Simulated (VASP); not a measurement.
# SnSe (P6/mmm) in VASP: a series of runs

SnSe is run at these levels: PBE; tasks: single point.

Everything below comes from runs of VASP 6.6.1. Logs are shortened: lines on timing, memory, paths and dates and some standing lists are left out, and cuts for length are marked.

## (1) The cell of the first run

It takes space group P6/mmm (No. 191, hexagonal). Conventional cell: a = 6.193 Å, b = 6.193 Å, c = 4.996 Å, α = 90.00°, β = 90.00°, γ = 120.00°. Sn (site symmetry mmm) has 6 Se at 3.07 to 3.10 Å and 4 Sn at 3.10 Å within 4.0 Å. Within 4.1 Å of Se (site symmetry 6/mmm) lie 6 Sn at 3.10 Å. Se (site symmetry -6m2) has 6 Sn at 3.07 Å and 3 Se at 3.58 Å within 4.0 Å.

## (2) Single point, PBE

Input file INCAR:

```
SYSTEM = SnSe
  PREC = Accurate
  ENCUT = 520
  EDIFF = 1E-6
  ISMEAR = 0
  SIGMA = 0.1
  LREAL = .False.
  LASPH = .True.
  NELM = 100
  ALGO = Normal
  ISIF = 2
  LWAVE = .False.
  LCHARG = .True.
  GGA = PE
  LELF = .True.
  LVHAR = .True.
  NBANDS = 39
```

Input file KPOINTS:

```
Automatic mesh
0
Gamma
  3 3 4
  0 0 0
```

Input file POSCAR:

```
SnSe
1.0
    6.1927406795      0.0000000000      0.0000000000
   -3.0963703398      5.3630707475      0.0000000000
    0.0000000000      0.0000000000      4.9964157755
Sn Se
3 3
Direct
    0.5000000000      0.0000000000      0.0000000000
    0.5000000000      0.5000000000      0.0000000000
    0.0000000000      0.5000000000      0.0000000000
    0.0000000000      0.0000000000      0.0000000000
    0.3333333333      0.6666666667      0.5000000000
    0.6666666667      0.3333333333      0.5000000000
```

Potentials or basis: VASP PAW PBE potentials, release 64 (Sn_d, Se).

The run is started by

```console
$ cat potpaw_PBE.64/Sn_d/POTCAR potpaw_PBE.64/Se/POTCAR > POTCAR
$ mpirun -np 1 vasp_std > vasp.out
```

OUTCAR:

```text
SYSTEM = SnSe
   PREC = Accurate
   ENCUT = 520
   EDIFF = 1E-6
   ISMEAR = 0
   LREAL = .False.
   LASPH = .True.
   NELM = 100
   ISIF = 2
   GGA = PE

 ion  position               nearest neighbor table
   1  0.500  0.000  0.000-   5 3.07   6 3.07   5 3.07   6 3.07   3 3.10   3 3.10   4 3.10   4 3.10
                             2 3.10   2 3.10
   2  0.500  0.500  0.000-   5 3.07   6 3.07   5 3.07   6 3.07   4 3.10   4 3.10   3 3.10   3 3.10
                             1 3.10   1 3.10
   3  0.000  0.500  0.000-   5 3.07   6 3.07   5 3.07   6 3.07   1 3.10   1 3.10   2 3.10   2 3.10
                             4 3.10   4 3.10
   4  0.000  0.000  0.000-   2 3.10   2 3.10   1 3.10   1 3.10   3 3.10   3 3.10
   5  0.333  0.667  0.500-   3 3.07   3 3.07   1 3.07   1 3.07   2 3.07   2 3.07
   6  0.667  0.333  0.500-   3 3.07   3 3.07   1 3.07   1 3.07   2 3.07   2 3.07

  LATTYP: Found a hexagonal cell.
 ALAT       =     6.1927406795
 C/A-ratio  =     0.8068181818

  Lattice vectors:

 A1 = (   6.1927406795,   0.0000000000,   0.0000000000)
 A2 = (  -3.0963703398,   5.3630707475,   0.0000000000)
 A3 = (   0.0000000000,   0.0000000000,   4.9964157755)

Analysis of symmetry for initial positions (statically):
=====================================================================
 Subroutine PRICEL returns:
 Original cell was already a primitive cell.

 Routine SETGRP: Setting up the symmetry group for a
 hexagonal supercell.

 Subroutine GETGRP returns: Found 24 space group operations
 (whereof 24 operations were pure point group operations)
 out of a pool of 24 trial point group operations.

The static configuration has the point symmetry D_6h.

Analysis of symmetry for dynamics (positions and initial velocities):
=====================================================================
 Subroutine PRICEL returns:
 Original cell was already a primitive cell.

 Routine SETGRP: Setting up the symmetry group for a
 hexagonal supercell.

 Subroutine GETGRP returns: Found 24 space group operations
 (whereof 24 operations were pure point group operations)
 out of a pool of 24 trial point group operations.

The dynamic configuration has the point symmetry D_6h.

 Subroutine INISYM returns: Found 24 space group operations
 (whereof 24 operations are pure point group operations),
 and found     1 'primitive' translations

[... 87 lines left out ...]
   LREAL  =      F    real-space projection
   EDIFFG = 0.1E-04   stopping-criterion for IOM
   NSW    =      0    number of steps for IOM
   IBRION =     -1    ionic relax: 0-MD 1-quasi-New 2-CG
   NFREE  =      0    steps in history (QN), initial steepest desc. (CG)
   ISIF   =      2    stress and relaxation
   ISYM   =      2    0-nonsym 1-usesym 2-fastsym
   POTIM  = 0.5000    time-step for ionic-motion
   TEBEG  =    0.0;   TEEND  =   0.0 temperature during run
   PSTRESS=    0.0 pullay stress
   NELECT =      60.0000    total number of electrons
   NUPDOWN=      -1.0000    fix difference up-down
   EMIN   =  10.00;   EMAX   =-10.00  energy-range for DOS
   EFERMI =   0.00;   METHOD = LEGACY
   ISMEAR =     0;   SIGMA  =   0.10  broadening in eV -4-tet -1-fermi 0-gaus
   EFERMI_NEDOS =   21; number of points for ismear=-14 and -15
   IALGO  =     38    algorithm
   IMIX   =      4    mixing-type and parameters
     AMIX     =   0.40;   BMIX     =  1.00
     AMIX_MAG =   1.60;   BMIX_MAG =  1.00
  volume/ion in A,a.u.               =      27.66       186.64
  Fermi-wavevector in a.u.,A,eV,Ry     =   1.166291  2.203970 18.507116  1.360235
  Thomas-Fermi vector in A             =   2.302806
   LORBIT       =      0    0 simple, 1 ext, 2 COOP (PROOUT), +10 PAW based schemes
   GGA     = PE    functional components
   LHFCALC =     F    Hartree Fock is set to
   AEXX    =    0.0000 exact exchange contribution
   IVDW    =     0    specifies the selected vdW correction
   LEPSILON=     F    determine dielectric tensor
   LRPA    =     F    only Hartree local field effects (RPA)
 non-spin polarized calculation
 Gauss-broadening in eV      SIGMA  =   0.10
  energy-cutoff  :      520.00
  volume of cell :      165.94
 maximum number of plane-waves:      4506
 NGX is ok and might be reduce to    48
   NGX = 23   NGY = 23   NGZ = 19

 number of electron      60.0000007 magnetization

 Free energy of the ion-electron system (eV)
  ---------------------------------------------------
  ext. energy  EPLUGINS =         0.00000000
  ---------------------------------------------------
  free energy    TOTEN  =       -22.11911085 eV

  energy without entropy =      -22.09739488  energy(sigma->0) =      -22.10825287

 E-fermi :   4.6886     XC(G=0):  -9.4239

 val. band max:        4.6879365874   @ k =   0.3333   0.0000   0.2500
 cond. band min:       4.7913442317   @ k =   0.3333   0.3333   0.5000
 fundamental gap:      0.1034076443
 Fermi energy:         4.6886114345

 k-point     1 :       0.0000    0.0000    0.0000
  band No.  band energies     occupation
      1     -17.0517      2.00000
      2     -17.0177      2.00000
      3     -17.0177      2.00000
      4     -16.9198      2.00000
      5     -16.8915      2.00000
      6     -16.8567      2.00000
[... 367 lines left out ...]
     38       8.6481      0.00000
     39       9.6846      0.00000

------------------------ aborting loop because EDIFF is reached ----------------------------------------

  FORCE on cell =-STRESS in cart. coord.  units (eV):
  Direction    XX          YY          ZZ          XY          YZ          ZX
  --------------------------------------------------------------------------------------
  -------------------------------------------------------------------------------------
  Total        5.0624026      5.0624026     -5.5004422     -0.0000000     -0.0000000      0.0000000
  in kB       48.8778698     48.8778698    -53.1071744     -0.0000000     -0.0000000      0.0000000
  external PRESSURE =      14.8828551 kB  Pullay stress =       0.0000000 kB

 VOLUME and BASIS-vectors are now :
 -----------------------------------------------------------------------------
  energy-cutoff  :      520.00
  volume of cell :      165.94
      direct lattice vectors                 reciprocal lattice vectors
     6.192740679  0.000000000  0.000000000     0.161479392  0.093230170  0.000000000
    -3.096370340  5.363070748  0.000000000     0.000000000  0.186460341  0.000000000
     0.000000000  0.000000000  4.996415776     0.000000000  0.000000000  0.200143472

 POSITION                                       TOTAL-FORCE (eV/Angst)
 -----------------------------------------------------------------------------------
      3.09637      0.00000      0.00000         0.000000      0.000000      0.000000
      1.54819      2.68154      0.00000         0.000000      0.000000      0.000000
     -1.54819      2.68154      0.00000         0.000000      0.000000      0.000000
      0.00000      0.00000      0.00000         0.000000      0.000000      0.000000
     -0.00000      3.57538      2.49821        -0.000000     -0.000000      0.000000
      3.09637      1.78769      2.49821        -0.000000     -0.000000      0.000000
 -----------------------------------------------------------------------------------
    total drift:                               -0.000000      0.000000      0.000000

  FREE ENERGIE OF THE ION-ELECTRON SYSTEM (eV)
  ---------------------------------------------------
  free  energy   TOTEN  =       -22.1191108496 eV

  energy  without entropy=      -22.0973948805  energy(sigma->0) =      -22.10825287
```

stdout:

```text
POSCAR found type information on POSCAR SnSe
 POSCAR found :  2 types and       6 ions
 scaLAPACK will be used
 LDA part: xc-table for (Slater+PW92), standard interpolation
 POSCAR, INCAR and KPOINTS ok, starting setup
 FFT: planning ... GRIDC
 FFT: planning ... GRID_SOFT
 FFT: planning ... GRID
 WAVECAR not read
 entering main loop
```

Wall time 78 s (1 thread of Intel Xeon Platinum 8259CL at 2.50GHz (Skylake/Cascade Lake), shared host); peak memory 0.3 GiB.

What came out:

| Item | Value |
| --- | --- |
| Free energy | -22.1191 eV |
| Pressure | 1.5 GPa |
| Band gap on the k mesh | zero (band 30 reaches 5.07 eV, above the bottom of band 31 at 4.29 eV) |

Caveat: the k points lie up to 0.39 Å⁻¹ apart; spin-orbit coupling is left out, which moves the levels of the heavy elements.

## (3) Single point, PBE

This run uses another cell than the first one, of 29.18 Å³/atom, 1.055 times its volume.

Input file INCAR:

```
SYSTEM = SnSe
ALGO = Normal
EDIFF = 1E-6
ENCUT = 520
GGA = PE
ISIF = 2
ISMEAR = 0
LASPH = .True.
LCHARG = .True.
LELF = .True.
LREAL = .False.
LVHAR = .True.
LWAVE = .False.
NBANDS = 39
NELM = 60
PREC = Accurate
SIGMA = 0.1
```

Input file KPOINTS:

```
k-points
0
Gamma
  9 9 8
  0 0 0
```

Edit POSCAR of step 2 so:

```diff
@@ -2,5 +2,5 @@
 1.0
-    6.1927406795      0.0000000000      0.0000000000
-   -3.0963703398      5.3630707475      0.0000000000
-    0.0000000000      0.0000000000      4.9964157755
+    6.6702757227      0.0000000000      0.0000000000
+   -3.3351378614      5.7766282261      0.0000000000
+    0.0000000000      0.0000000000      4.5436991672
 Sn Se
```

Potentials or basis: VASP PAW PBE potentials, release 64 (Sn_d, Se).

The run is started by

```console
$ cat potpaw_PBE.64/Sn_d/POTCAR potpaw_PBE.64/Se/POTCAR > POTCAR
$ mpirun -np 1 vasp_std > vasp.out
```

OUTCAR:

```text
SYSTEM = SnSe
   EDIFF = 1E-6
   ENCUT = 520
   GGA = PE
   ISIF = 2
   ISMEAR = 0
   LASPH = .True.
   LREAL = .False.
   NELM = 60
   PREC = Accurate

 ion  position               nearest neighbor table
   1  0.500  0.000  0.000-   5 2.98   6 2.98   5 2.98   6 2.98   3 3.34   3 3.34   2 3.34   2 3.34

   2  0.500  0.500  0.000-   5 2.98   6 2.98   5 2.98   6 2.98   3 3.34   3 3.34   1 3.34   1 3.34

   3  0.000  0.500  0.000-   5 2.98   6 2.98   5 2.98   6 2.98   1 3.34   1 3.34   2 3.34   2 3.34

   4  0.000  0.000  0.000-
   5  0.333  0.667  0.500-   3 2.98   3 2.98   1 2.98   1 2.98   2 2.98   2 2.98
   6  0.667  0.333  0.500-   3 2.98   3 2.98   1 2.98   1 2.98   2 2.98   2 2.98

  LATTYP: Found a hexagonal cell.
 ALAT       =     6.6702757227
 C/A-ratio  =     0.6811861093

  Lattice vectors:

 A1 = (   6.6702757227,   0.0000000000,   0.0000000000)
 A2 = (  -3.3351378614,   5.7766282261,   0.0000000000)
 A3 = (   0.0000000000,   0.0000000000,   4.5436991672)

Analysis of symmetry for initial positions (statically):
=====================================================================
 Subroutine PRICEL returns:
 Original cell was already a primitive cell.

 Routine SETGRP: Setting up the symmetry group for a
 hexagonal supercell.

 Subroutine GETGRP returns: Found 24 space group operations
 (whereof 24 operations were pure point group operations)
 out of a pool of 24 trial point group operations.

The static configuration has the point symmetry D_6h.

Analysis of symmetry for dynamics (positions and initial velocities):
=====================================================================
 Subroutine PRICEL returns:
 Original cell was already a primitive cell.

 Routine SETGRP: Setting up the symmetry group for a
 hexagonal supercell.

 Subroutine GETGRP returns: Found 24 space group operations
[... 125 lines left out ...]
   EFERMI =   0.00;   METHOD = LEGACY
   ISMEAR =     0;   SIGMA  =   0.10  broadening in eV -4-tet -1-fermi 0-gaus
   EFERMI_NEDOS =   21; number of points for ismear=-14 and -15
   IALGO  =     38    algorithm
   IMIX   =      4    mixing-type and parameters
     AMIX     =   0.40;   BMIX     =  1.00
     AMIX_MAG =   1.60;   BMIX_MAG =  1.00
  volume/ion in A,a.u.               =      29.18       196.91
  Fermi-wavevector in a.u.,A,eV,Ry     =   1.145643  2.164951 17.857619  1.312498
  Thomas-Fermi vector in A             =   2.282331
   LORBIT       =      0    0 simple, 1 ext, 2 COOP (PROOUT), +10 PAW based schemes
   GGA     = PE    functional components
   LHFCALC =     F    Hartree Fock is set to
   AEXX    =    0.0000 exact exchange contribution
   IVDW    =     0    specifies the selected vdW correction
   LEPSILON=     F    determine dielectric tensor
   LRPA    =     F    only Hartree local field effects (RPA)
 non-spin polarized calculation
 Gauss-broadening in eV      SIGMA  =   0.10
  energy-cutoff  :      520.00
  volume of cell :      175.08
 maximum number of plane-waves:      4769
 NGX is ok and might be reduce to    50
   NGX = 25   NGY = 25   NGZ = 17

 number of electron      59.9999989 magnetization

 Free energy of the ion-electron system (eV)
  ---------------------------------------------------
  ext. energy  EPLUGINS =         0.00000000
  ---------------------------------------------------
  free energy    TOTEN  =       -22.80888800 eV

  energy without entropy =      -22.79962791  energy(sigma->0) =      -22.80425795

 E-fermi :   4.3063     XC(G=0):  -9.1940

 val. band max:        4.2809767831   @ k =   0.0000   0.0000   0.0000
 cond. band min:       4.3256916936   @ k =   0.0000   0.0000   0.3750
 fundamental gap:      0.0447149105
 Fermi energy:         4.3062689766

 k-point     1 :       0.0000    0.0000    0.0000
  band No.  band energies     occupation
      1     -17.2955      2.00000
      2     -17.2788      2.00000
      3     -17.2788      2.00000
      4     -17.2370      2.00000
      5     -17.2123      2.00000
      6     -17.1924      2.00000
[... 997 lines left out ...]
     38       8.5931      0.00000
     39       8.9773      0.00000

 [... further k-points ...]
[... 5 lines left out ...]
  --------------------------------------------------------------------------------------
  -------------------------------------------------------------------------------------
  Total        0.0025522      0.0025522     -0.0432317     -0.0000000     -0.0000000      0.0000000
  in kB        0.0233556      0.0233556     -0.3956259     -0.0000000     -0.0000000      0.0000000
  external PRESSURE =      -0.1163049 kB  Pullay stress =       0.0000000 kB

 VOLUME and BASIS-vectors are now :
 -----------------------------------------------------------------------------
  energy-cutoff  :      520.00
  volume of cell :      175.08
      direct lattice vectors                 reciprocal lattice vectors
     6.670275723  0.000000000  0.000000000     0.149918840  0.086555683  0.000000000
    -3.335137861  5.776628226  0.000000000     0.000000000  0.173111365  0.000000000
     0.000000000  0.000000000  4.543699167     0.000000000  0.000000000  0.220084993

 POSITION                                       TOTAL-FORCE (eV/Angst)
 -----------------------------------------------------------------------------------
      3.33514      0.00000      0.00000         0.000000      0.000000      0.000000
      1.66757      2.88831      0.00000         0.000000      0.000000      0.000000
     -1.66757      2.88831      0.00000         0.000000      0.000000      0.000000
      0.00000      0.00000      0.00000         0.000000      0.000000      0.000000
     -0.00000      3.85109      2.27185         0.000000      0.000000     -0.000000
      3.33514      1.92554      2.27185        -0.000000      0.000000      0.000000
 -----------------------------------------------------------------------------------
    total drift:                               -0.000000      0.000000     -0.000000

  FREE ENERGIE OF THE ION-ELECTRON SYSTEM (eV)
  ---------------------------------------------------
  free  energy   TOTEN  =       -22.8088879955 eV

  energy  without entropy=      -22.7996279080  energy(sigma->0) =      -22.80425795
```

It took 7.3 min on 1 thread of Intel Xeon Platinum 8259CL at 2.50GHz (Skylake/Cascade Lake), shared host; peak memory 0.49 GiB.

What came out:

- Free energy: -22.8089 eV
- Pressure: 0.0 GPa
- Band gap on the k mesh: zero (band 30 reaches 5.18 eV, above the bottom of band 31 at 4.12 eV)

Caveat: spin-orbit coupling is left out, which moves the levels of the heavy elements.
